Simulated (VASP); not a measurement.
Input of a VASP 6.6.1 run:

File INCAR:

```
SYSTEM = MgO
PREC = Accurate
ENCUT = 520
EDIFF = 1E-6
ISMEAR = 0
SIGMA = 0.05
LREAL = .False.
LASPH = .True.
NELM = 100
ALGO = Normal
ISIF = 2
LWAVE = .False.
LCHARG = .False.
GGA = PE
NBANDS = 16
```

The input KPOINTS:

```
Automatic mesh
0
Gamma
  9 9 6
  0 0 0
```

Contents of POSCAR:

```
MgO
1.0
    3.4283226478      0.0000000000      0.0000000000
   -1.7141613239      2.9690145054      0.0000000000
    0.0000000000      0.0000000000      4.4009377830
Mg O
2 2
Direct
    0.6666666667      0.3333333333      0.7500000000
    0.3333333333      0.6666666667      0.2500000000
    0.6666666667      0.3333333333      0.2500000000
    0.3333333333      0.6666666667      0.7500000000
```

Potentials or basis: VASP PAW PBE potentials, release 64 (Mg, O).

The run is started by

```sh
$ cat potpaw_PBE.64/Mg/POTCAR potpaw_PBE.64/O/POTCAR > POTCAR
$ mpirun -np 1 vasp_std > vasp.out
```

Predict the band gap on the k mesh.

3.26 eV, direct.

What does it give for the pressure?

2.3 GPa.

Stress tensor (GPa, compression positive):
```
 5.53  0.00  0.00
 0.00  5.53  0.00
 0.00  0.00 -4.28
```
